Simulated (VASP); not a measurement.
# SnO2 (P1) in VASP: single point with LDA

Aim: the single point of SnO2 with LDA.

All numbers are computed with VASP 6.6.1; they aren't measurements. Logs are shortened: lines on timing, memory, paths and dates and some standing lists are left out, and cuts for length are marked.

## Step 1: The cell of the first run

The typed cell holds 12 atoms: a = 5.611 Å, b = 5.581 Å, c = 5.784 Å, α = 111.59°, β = 109.14°, γ = 107.71°.

## Step 2: Single point, LDA (atoms moved at random and the cell strained at random)

The input, INCAR:

```
SYSTEM = SnO2
ALGO = Normal
EDIFF = 1E-6
ENCUT = 520
GGA = CA
ISIF = 2
ISMEAR = 0
LASPH = .TRUE.
LCHARG = .FALSE.
LREAL = .FALSE.
LWAVE = .FALSE.
NBANDS = 64
NELM = 100
PREC = Accurate
SIGMA = 0.05
```

The input, KPOINTS:

```
k-points
0
G
  6 6 6
  0 0 0
```

The input, POSCAR:

```
SnO2
1.0
   -3.1749088275      3.2294904122      3.3131062536
    3.1046196145     -3.2714849235      3.2879436948
    3.2851920370      3.3768538299     -3.3551007605
Sn O
4 8
Direct
    0.9395702685      0.1165137069      0.7408569220
    0.0252591798      0.7842969852      0.2691824591
    0.4811308813      0.5660436582      0.4865350872
    0.5223207253      0.1367856589      0.0292086251
    0.2544811800      0.1621327193      0.4924090420
    0.6204920462      0.6906465794      0.8817765496
    0.2291938063      0.6723686418      1.0180482751
    0.2962418901      0.7361393756      0.5574151797
    0.7259740924      0.3327299695      0.4323121306
    0.2873270239      0.2317063594      0.1295161246
    0.7506116751      0.2830674408     -0.0642471252
    0.8673972310      0.7875689048      0.5269867302
```

Potentials or basis: VASP PAW LDA potentials, release 64 (Sn_d, O).

Started as:

```sh
$ cat potpaw_LDA.64/Sn_d/POTCAR potpaw_LDA.64/O/POTCAR > POTCAR
$ mpirun -np 1 vasp_std > vasp.out
```

OUTCAR:

```text
SYSTEM = SnO2
   EDIFF = 1E-6
   ENCUT = 520
   GGA = CA
   ISIF = 2
   ISMEAR = 0
   LASPH = .TRUE.
   LREAL = .FALSE.
   NELM = 100
   PREC = Accurate

 ion  position               nearest neighbor table
   1  0.940  0.117  0.741-  12 1.62  11 1.97  10 2.14   7 2.53   5 2.63   9 2.67   3 2.76   2 2.97
                             4 3.09   4 3.30   3 3.60   2 3.61
   2  0.025  0.784  0.269-   5 1.74  12 1.97   8 2.02   7 2.16  11 2.32   6 2.35   1 2.97   4 3.24
                             3 3.24   1 3.61   4 3.64   3 3.71
   3  0.481  0.566  0.487-   8 1.65  10 1.84   6 1.91  12 2.03   9 2.18   5 2.25   1 2.76   4 2.98
                             2 3.24   4 3.43   1 3.60   2 3.71
   4  0.522  0.137  0.029-  11 1.66  10 1.75   9 1.89   8 2.36   7 2.58   6 2.61   3 2.98   1 3.09
                             2 3.24   1 3.30   3 3.43   2 3.64
   5  0.254  0.162  0.492-   2 1.74   3 2.25   1 2.63
   6  0.620  0.691  0.882-   3 1.91   2 2.35   4 2.61
   7  0.229  0.672  0.018-   2 2.16   1 2.53   4 2.58
   8  0.296  0.736  0.557-   3 1.65   2 2.02   4 2.36
   9  0.726  0.333  0.432-   4 1.89   3 2.18   1 2.67
  10  0.287  0.232  0.130-   4 1.75   3 1.84   1 2.14
  11  0.751  0.283  0.936-   4 1.66   1 1.97   2 2.32
  12  0.867  0.788  0.527-   1 1.62   2 1.97   3 2.03

  LATTYP: Found a triclinic cell.
 ALAT       =     9.0902220197
 B/A-ratio  =     0.6139986737
 C/A-ratio  =     1.0208480836
 COS(alpha) =     0.0041472159
 COS(beta)  =     0.5159740805
 COS(gamma) =     0.8060438152

  Lattice vectors:

 A1 = (  -6.3195224385,  -0.0633743951,  -6.5338928827)
 A2 = (  -3.1046196145,   3.2714849235,  -3.2879436948)
 A3 = (  -0.0399939965,  -6.5643497308,  -6.5590554415)

Analysis of symmetry for initial positions (statically):
=====================================================================
 Subroutine PRICEL returns:
 Original cell was already a primitive cell.

 Routine SETGRP: Setting up the symmetry group for a
 triclinic supercell.

 Subroutine GETGRP returns: Found  1 space group operations
 (whereof  1 operations were pure point group operations)
 out of a pool of  2 trial point group operations.

The static configuration has the point symmetry C_1 .

Analysis of symmetry for dynamics (positions and initial velocities):
=====================================================================
 Subroutine PRICEL returns:
 Original cell was already a primitive cell.

 Routine SETGRP: Setting up the symmetry group for a
 triclinic supercell.

[... 131 lines left out ...]
   ISYM   =      2    0-nonsym 1-usesym 2-fastsym
   POTIM  = 0.5000    time-step for ionic-motion
   TEBEG  =    0.0;   TEEND  =   0.0 temperature during run
   PSTRESS=    0.0 pullay stress
   NELECT =     104.0000    total number of electrons
   NUPDOWN=      -1.0000    fix difference up-down
   EMIN   =  10.00;   EMAX   =-10.00  energy-range for DOS
   EFERMI =   0.00;   METHOD = LEGACY
   ISMEAR =     0;   SIGMA  =   0.05  broadening in eV -4-tet -1-fermi 0-gaus
   EFERMI_NEDOS =   21; number of points for ismear=-14 and -15
   IALGO  =     38    algorithm
   IMIX   =      4    mixing-type and parameters
     AMIX     =   0.40;   BMIX     =  1.00
     AMIX_MAG =   1.60;   BMIX_MAG =  1.00
  volume/ion in A,a.u.               =      11.61        78.32
  Fermi-wavevector in a.u.,A,eV,Ry     =   1.485263  2.806741 30.014548  2.206007
  Thomas-Fermi vector in A             =   2.598697
   LORBIT       =      0    0 simple, 1 ext, 2 COOP (PROOUT), +10 PAW based schemes
   GGA     = CA    functional components
   LHFCALC =     F    Hartree Fock is set to
   AEXX    =    0.0000 exact exchange contribution
   IVDW    =     0    specifies the selected vdW correction
   LEPSILON=     F    determine dielectric tensor
   LRPA    =     F    only Hartree local field effects (RPA)
 non-spin polarized calculation
 Gauss-broadening in eV      SIGMA  =   0.05
  energy-cutoff  :      520.00
  volume of cell :      139.27
 maximum number of plane-waves:      3773
 NGX is ok and might be reduce to    42
   NGX = 21   NGY = 21   NGZ = 21

 number of electron     104.0000006 magnetization

 Free energy of the ion-electron system (eV)
  ---------------------------------------------------
  ext. energy  EPLUGINS =         0.00000000
  ---------------------------------------------------
  free energy    TOTEN  =       -66.18671706 eV

  energy without entropy =      -66.18612841  energy(sigma->0) =      -66.18642274

 E-fermi :   7.1691     XC(G=0): -11.9194

 val. band max:        7.1416782091   @ k =   0.0000  -0.0000   0.5000
 cond. band min:       7.7179665958   @ k =   0.0000   0.0000   0.1667
 fundamental gap:      0.5762883867
 Fermi energy:         7.1691187667

 k-point     1 :       0.0000    0.0000    0.0000
  band No.  band energies     occupation
      1     -17.9102      2.00000
      2     -16.4740      2.00000
      3     -16.0389      2.00000
      4     -15.7747      2.00000
      5     -15.1383      2.00000
      6     -14.9565      2.00000
[... 1597 lines left out ...]
     63      15.7278      0.00000
     64      16.6336      0.00000

 [... further k-points ...]
[... 5 lines left out ...]
  --------------------------------------------------------------------------------------
  -------------------------------------------------------------------------------------
  Total       65.5840107     18.1188672     41.8006013     -9.1839535     12.5121086      0.4490706
  in kB      754.5031580    208.4462720    480.8898587   -105.6556597    143.9440089      5.1662772
  external PRESSURE =     481.2797629 kB  Pullay stress =       0.0000000 kB

 VOLUME and BASIS-vectors are now :
 -----------------------------------------------------------------------------
  energy-cutoff  :      520.00
  volume of cell :      139.27
      direct lattice vectors                 reciprocal lattice vectors
    -3.174908827  3.229490412  3.313106254    -0.000910079  0.152353922  0.152450605
     3.104619614 -3.271484924  3.287943695     0.158136373 -0.001666236  0.153164317
     3.285192037  3.376853830 -3.355100761     0.154072363  0.148814083  0.002587316

 POSITION                                       TOTAL-FORCE (eV/Angst)
 -----------------------------------------------------------------------------------
     -0.18746      5.15493      1.01034        17.873544     -2.290105     11.605813
      3.23906     -1.57525      1.75928        -9.534830     -3.821261     -0.777489
      1.82816      1.34496      1.82278        -8.329215      8.773624     -2.343671
     -1.13770      1.33797      2.08225        -6.036211      4.513258    -10.951767
      1.31306      1.95422     -0.27588         6.662832      0.639456      3.040151
      3.07099      2.72206      1.36811         3.047123      4.273621      1.882564
      1.41907     -1.39852      2.90950         0.777919      0.371656     -1.232093
      3.17611      0.43075      1.53168         9.896427     -7.504843     -1.639480
      0.14833      2.71586      2.04878        -0.162301      4.051680     -0.807224
      0.23261      0.60725      1.27924         0.525834     -9.009581     -4.141999
      1.56982      4.65794      0.27802        -3.512223      0.156354     10.788583
      1.42245      2.00429      3.69517       -11.208898     -0.153860     -5.423387
 -----------------------------------------------------------------------------------
    total drift:                                0.000990     -0.000131     -0.000270

  FREE ENERGIE OF THE ION-ELECTRON SYSTEM (eV)
  ---------------------------------------------------
  free  energy   TOTEN  =       -66.1867170638 eV

  energy  without entropy=      -66.1861284102  energy(sigma->0) =      -66.18642274
```

OSZICAR:

```text
N       E                     dE             d eps       ncg     rms          rms(c)
DAV:   1     0.164070181155E+04    0.16407E+04   -0.48430E+04 16712   0.263E+03
DAV:   2     0.278305137019E+03   -0.13624E+04   -0.12907E+04 14912   0.823E+02
DAV:   3    -0.528069103732E+02   -0.33111E+03   -0.32049E+03 15640   0.289E+02
DAV:   4    -0.822145497526E+02   -0.29408E+02   -0.29033E+02 17088   0.967E+01
DAV:   5    -0.830964360627E+02   -0.88189E+00   -0.88011E+00 16504   0.174E+01    0.270E+01
DAV:   6    -0.664283149494E+02    0.16668E+02   -0.53131E+01 24280   0.958E+01    0.111E+01
DAV:   7    -0.665584804478E+02   -0.13017E+00   -0.97234E+00 17672   0.159E+01    0.586E+00
DAV:   8    -0.663039157739E+02    0.25456E+00   -0.90352E-01 19816   0.715E+00    0.336E+00
DAV:   9    -0.662037316403E+02    0.10018E+00   -0.41844E-01 18440   0.379E+00    0.940E-01
DAV:  10    -0.661878772029E+02    0.15854E-01   -0.60491E-02 19832   0.216E+00    0.362E-01
DAV:  11    -0.661867688718E+02    0.11083E-02   -0.18798E-02 22304   0.101E+00    0.196E-01
DAV:  12    -0.661868094701E+02   -0.40598E-04   -0.35885E-03 20552   0.353E-01    0.118E-01
DAV:  13    -0.661867307903E+02    0.78680E-04   -0.56969E-04 17640   0.160E-01    0.475E-02
DAV:  14    -0.661867215866E+02    0.92037E-05   -0.88423E-05 17848   0.678E-02    0.277E-02
DAV:  15    -0.661867173454E+02    0.42412E-05   -0.20835E-05 17240   0.257E-02    0.126E-02
DAV:  16    -0.661867170638E+02    0.28162E-06   -0.60237E-06 17056   0.166E-02
   1 F= -.66186717E+02 E0= -.66186423E+02  d E =-.588654E-03
```

stdout:

```text
POSCAR found type information on POSCAR SnO
 POSCAR found :  2 types and      12 ions
 scaLAPACK will be used
 LDA part: xc-table for (Slater(with rela. corr.)+CA(PZ))
 , standard interpolation
 POSCAR, INCAR and KPOINTS ok, starting setup
 FFT: planning ... GRIDC
 FFT: planning ... GRID_SOFT
 FFT: planning ... GRID
 WAVECAR not read
 entering main loop
```

Wall time 11 min (1 thread of Intel Xeon 6975P-C (Granite Rapids), shared host); peak memory 0.71 GiB.

Results:

```
Free energy            : -66.1867 eV
Pressure               : 48.1 GPa
Largest force          : 21.434 eV/Å
Band gap on the k mesh : zero (bands 52 and 53 overlap by 0.01 eV)
```

Forces in eV/Å, atoms in the order of the input:
```
Sn   17.874  -2.290  11.606
Sn   -9.535  -3.821  -0.777
Sn   -8.329   8.774  -2.344
Sn   -6.036   4.513 -10.952
O     6.663   0.639   3.040
O     3.047   4.274   1.883
O     0.778   0.372  -1.232
O     9.896  -7.505  -1.639
O    -0.162   4.052  -0.807
O     0.526  -9.010  -4.142
O    -3.512   0.156  10.789
O   -11.209  -0.154  -5.423
```

Stress tensor (GPa, compression positive):
```
 75.45 -10.57   0.52
-10.57  20.84  14.39
  0.52  14.39  48.09
```

Caveat: the cell differs from its parent crystal (atoms moved at random and the cell strained at random); the cell stands under pressure; semilocal functionals underestimate gaps, so a narrow gap can read as zero; spin-orbit coupling is left out, which moves the levels of the heavy elements; forces of over 1 eV/Å act on the atoms, so gaps and moduli don't describe the material at rest.
